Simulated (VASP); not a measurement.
Input of a VASP 6.6.1 run:

Contents of POSCAR:

```
Rh
1.0
    2.6815395994      0.0000000000      0.0000000000
   -1.3407697997      2.3222833220      0.0000000000
    0.0000000000      0.0000000000      4.3483186624
Rh
2
Direct
    0.6666666667      0.3333333333      0.7500000000
    0.3333333333      0.6666666667      0.2500000000
```

File INCAR.step1:

```
SYSTEM = Rh
  PREC = Accurate
  ENCUT = 680
  ISMEAR = -1
  SIGMA = 0.2
  LREAL = .FALSE.
  LASPH = .TRUE.
  NELM = 120
  NBANDS = 24
  GGA = PE
  ALGO = Normal
  EDIFF = 1E-5
  LWAVE = .TRUE.
  LCHARG = .FALSE.
  GGA_COMPAT = .FALSE.
```

File INCAR.step2:

```
SYSTEM = Rh
  PREC = Accurate
  ENCUT = 680
  EDIFF = 1E-6
  ISMEAR = -1
  SIGMA = 0.2
  LREAL = .FALSE.
  LASPH = .TRUE.
  NELM = 120
  ALGO = Normal
  ISIF = 2
  LWAVE = .FALSE.
  LCHARG = .FALSE.
  METAGGA = R2SCAN
  LMIXTAU = .TRUE.
  NBANDS = 24
  ISTART = 1
  GGA_COMPAT = .FALSE.
```

File KPOINTS:

```
Automatic mesh
0
G
  10 10 5
  0 0 0
```

Potentials or basis: VASP PAW PBE potentials, release 64 (Rh_sv_GW).

The run is started by

```sh
$ cat potpaw_PBE.64/Rh_sv_GW/POTCAR > POTCAR
$ cp INCAR.step1 INCAR
$ mpirun -np 1 vasp_std > vasp.out
$ cp INCAR.step2 INCAR
$ mpirun -np 1 vasp_std > vasp.out
```

Q: Predict the pressure.

A: 6.7 GPa.

Q: Estimate the band gap on the k mesh.

A: Zero (bands 17 and 18 overlap by 2.43 eV).

Stress tensor (GPa, compression positive):
```
7.02 0.00 0.00
0.00 7.02 0.00
0.00 0.00 6.19
```

Caveat: the cell stands under pressure; the PAW data sets were made with another functional, which shifts forces and pressure a little.
